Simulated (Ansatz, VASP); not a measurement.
## One calculation of Co, two programs

File INCAR:

```
ALGO = Normal
EDIFF = 1E-6
ENCUT = 600
GGA_COMPAT = F
ISIF = 2
ISMEAR = -1
ISPIN = 2
LASPH = T
LCHARG = F
LMAXMIX = 4
LORBIT = 11
LREAL = F
LWAVE = F
MAGMOM = 1.83 1.83
NBANDS = 20
NELM = 200
PREC = Accurate
SIGMA = 0.025851999786435532
```

The input KPOINTS:

```
k-points
0
Gamma
  3 3 1
```

Contents of POSCAR:

```
Co
1.0
    2.4719999032      0.0000000000      0.0000000000
   -1.2359999516      2.1408147143      0.0000000000
    0.0000000000      0.0000000000      4.0211440800
Co
2
Direct
    0.3333333333      0.6666666667      0.2500000000
    0.6666666667      0.3333333333      0.7500000000
```

Input for Ansatz:

```yaml
crystal:
  lattice:
    - [2.4719999032, 0.0, 0.0]
    - [-1.2359999516, 2.1408147143, 0.0]
    - [0.0, 0.0, 4.02114408]
  atoms:
    - { symbol: Co, position: [0.3333333333, 0.6666666667, 0.25], spin: 1.83 }
    - { symbol: Co, position: [0.6666666667, 0.3333333333, 0.75], spin: 1.83 }
basis:
  ecutwfc: "21 Ha"
kpoints:
  mp_grid: { grid: [3, 3, 1] }
hamiltonian:
  xc: lda
scf:
  occupations: { method: fermi_dirac, width: "300 K" }
  lower_state_search: "off"
  max_iter: 80
output:
  forces: true
  stress: true
  eigenvalues: true
  populations: true
magnetization:
  spin_polarized: true
```

Alike in both runs: task single point; functional LDA; k mesh 3 × 3 × 1; collinear spin.

```csv
,VASP,Ansatz
version,VASP 6.6.1,Ansatz 0.2.0
potentials or method,"VASP PAW LDA potentials, release 64 (Co), cutoff 600 eV","scalar-relativistic, plane waves, PAW"
occupations,"fermi-dirac, width 0.025852 eV",fermi-dirac
valence electrons in the cell,18,34
```

Ansatz gave:

| Item | Value |
| --- | --- |
| gap on the k mesh at the Fermi level (eV) | none |
| pressure (GPa) | -13.7 |
| traceless stress, the component that is largest in VASP (GPa) | -2.48 |
| net moment per atom (μB) | 1.89 |
| size of the moment on the site where the two differ most (μB) | 1.91 |

**Question.** What did VASP give for the same quantities?

**Answer.** gap on the k mesh at the Fermi level (eV): none; pressure (GPa): -14.4; traceless stress, the component that is largest in VASP (GPa): -9.35; net moment per atom (μB): 1.89; size of the moment on the site where the two differ most (μB): 1.86.

LDA's correlation is that of Perdew and Zunger in VASP and of Perdew and Wang (1992) in Ansatz. Site moments also hang on the region over which each program counts them. A gap of «none» marks a metal or a gap that the smearing closes. VASP's potentials hold 18 valence electrons a cell and Ansatz's 34, so a difference there can come from the potentials and not from the codes.

The k mesh is coarse, so the values compare programs but aren't converged.
